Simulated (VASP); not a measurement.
## AlRu: single point with PBE

Crystal: AlRu.

```
Al Ru
1.0
     6.00688    0.00000    0.00000
     0.00000    6.00688    0.00000
     0.00000    0.00000    6.00688
Al Ru
8 8
Direct
  0.00000 0.00000 0.00000
  0.00000 0.00000 0.50000
  0.00000 0.50000 0.00000
  0.00000 0.50000 0.50000
  0.50000 0.00000 0.00000
  0.50000 0.00000 0.50000
  0.50000 0.50000 0.00000
  0.50000 0.50000 0.50000
  0.25000 0.25000 0.25000
  0.25000 0.25000 0.75000
  0.25000 0.75000 0.25000
  0.25000 0.75000 0.75000
  0.75000 0.25000 0.25000
  0.75000 0.25000 0.75000
  0.75000 0.75000 0.25000
  0.75000 0.75000 0.75000
```

```
Program             : VASP 6.6.1
Task                : single point
Functional          : PBE
Potentials or basis : VASP PAW PBE potentials, release 64 (Al, Ru_pv)
Cutoff              : 520 eV
k mesh              : 6 × 6 × 6
Occupations         : methfessel-paxton, width 0.1 eV
Spin                : no spin polarisation
```

| Property | Result |
| --- | --- |
| Pressure | -0.1 GPa |
| Band gap on the k mesh | zero (bands 68 and 69 overlap by 1.68 eV) |

Levels at points of the mesh, in eV from the Fermi level:
```tsv
k point	band 65	band 66	band 67	band 68	band 69	band 70
(0.00, 0.00, 0.00)	0.18	0.18	0.43	0.43	0.43	1.52
(0.50, 0.00, 0.00)	-0.44	-0.44	0.30	0.30	1.56	1.56
(0.50, 0.50, 0.00)	-0.51	-0.51	-0.51	-0.51	0.72	0.72
(0.50, 0.50, 0.50)	-1.25	-1.25	-1.25	-1.25	-1.25	-1.25
```

Run time: 9.5 min on 1 thread of Intel(R) Xeon(R) Platinum 8375C CPU @ 2.90GHz (Ice Lake), on a shared host, peak memory 0.45 GiB.
